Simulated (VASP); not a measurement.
# Bi4Te3: single point with PBE

Bi4Te3:

```
CELL_PARAMETERS angstrom
6.28480 0.00000 0.00000
-3.14240 5.44280 0.00000
0.00000 0.00000 8.10581
ATOMIC_POSITIONS crystal
Bi 0.54225 0.45775 0.50000
Bi 0.54225 0.08450 0.50000
Bi 0.91550 0.45775 0.50000
Bi 0.33333 0.66667 0.00000
Te 0.20517 0.79483 0.50000
Te 0.20517 0.41034 0.50000
Te 0.58966 0.79483 0.50000
```

* Program: VASP 6.6.1
* Task: single point
* Functional: PBE
* Potentials or basis: VASP PAW PBE potentials, release 64 (Bi_d, Te)
* Cutoff: 520 eV
* k mesh: 3 × 3 × 2
* Occupations: gaussian, width 0.1 eV
* Spin: no spin polarisation
* Dipole correction: no
* Further INCAR settings: ALGO = Normal; EDIFF = 1e-07; NBANDS = 48

```yaml
Pressure: 116.4 GPa
Largest_force: 32.924 eV/Å
Band_gap_on_the_k_mesh: zero (band 39 reaches 5.37 eV, above the bottom of band 40 at 5.30 eV)
```

Forces in eV/Å, atoms in the order of the input:
```
Bi   28.513 -16.462   0.000
Bi    0.000  32.924   0.000
Bi  -28.513 -16.462   0.000
Bi    0.000   0.000   0.000
Te  -23.203  13.396   0.000
Te    0.000 -26.793   0.000
Te   23.203  13.396   0.000
```

Stress tensor (GPa, compression positive):
```
175.67   0.00   0.00
  0.00 175.67   0.00
  0.00   0.00  -2.25
```

Levels at points of the mesh, in eV from the Fermi level:
| k point | band 36 | band 37 | band 38 | band 39 | band 40 | band 41 | band 42 | band 43 |
| --- | --- | --- | --- | --- | --- | --- | --- | --- |
| (0.00, 0.00, 0.00) | -0.63 | -0.63 | -0.26 | 0.04 | 0.10 | 0.10 | 0.61 | 0.61 |
| (0.00, 0.00, 0.50) | -1.05 | -0.65 | -0.65 | -0.17 | 0.31 | 0.31 | 0.56 | 0.56 |

It took 3.1 min on 1 thread of Intel(R) Xeon(R) Platinum 8259CL CPU @ 2.50GHz (Skylake/Cascade Lake), on a shared host, peak memory 0.39 GiB.

Caveat: the k points lie up to 0.39 Å⁻¹ apart; spin-orbit coupling is left out, which moves the levels of the heavy elements; this functional lacks dispersion, which binds the layers, so the pressure and a relaxed spacing across them are unreliable; forces of over 1 eV/Å act on the atoms, so gaps and moduli don't describe the material at rest.
